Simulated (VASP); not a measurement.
Input of a VASP 6.6.1 run:

The input INCAR:

```
SYSTEM = Ta2C
PREC = Accurate
ENCUT = 520
EDIFF = 1E-6
ISMEAR = 0
SIGMA = 0.15
LREAL = .FALSE.
LASPH = .TRUE.
NELM = 80
ALGO = Normal
ISIF = 2
LWAVE = .FALSE.
LCHARG = .FALSE.
GGA = PS
NBANDS = 20
```

File KPOINTS:

```
regular mesh
0
G
  18 18 10
  0 0 0
```

Contents of POSCAR:

```
Ta2C
1.0
    2.9405356692      0.0000000000      0.0000000000
   -1.4702678346      2.5465785903      0.0000000000
    0.0000000000      0.0000000000      4.9210802796
Ta C
2 1
Direct
    0.3333333333      0.6666666667      0.2528761934
    0.6666666667      0.3333333333      0.7471238066
    0.0000000000      0.0000000000      0.0000000000
```

Potentials or basis: VASP PAW PBE potentials, release 64 (Ta_pv, C).

Launch:

```sh
$ cat potpaw_PBE.64/Ta_pv/POTCAR potpaw_PBE.64/C/POTCAR > POTCAR
$ mpirun -np 1 vasp_std > vasp.out
```

Task: Predict the band gap on the k mesh.

Result: Zero (bands 13 and 14 overlap by 0.69 eV).

Task: Estimate the pressure.

Result: 37.5 GPa.

Stress tensor (GPa, compression positive):
```
44.94  0.00  0.00
 0.00 44.94  0.00
 0.00  0.00 22.77
```

Caveat: the cell differs from its parent crystal (strain -0.050 along x and y, +0.000 along z); the stress differs along the axes, from 23 to 45 GPa; the PAW data sets were made with another functional, which shifts forces and pressure a little; spin-orbit coupling is left out, which moves the levels of the heavy elements.
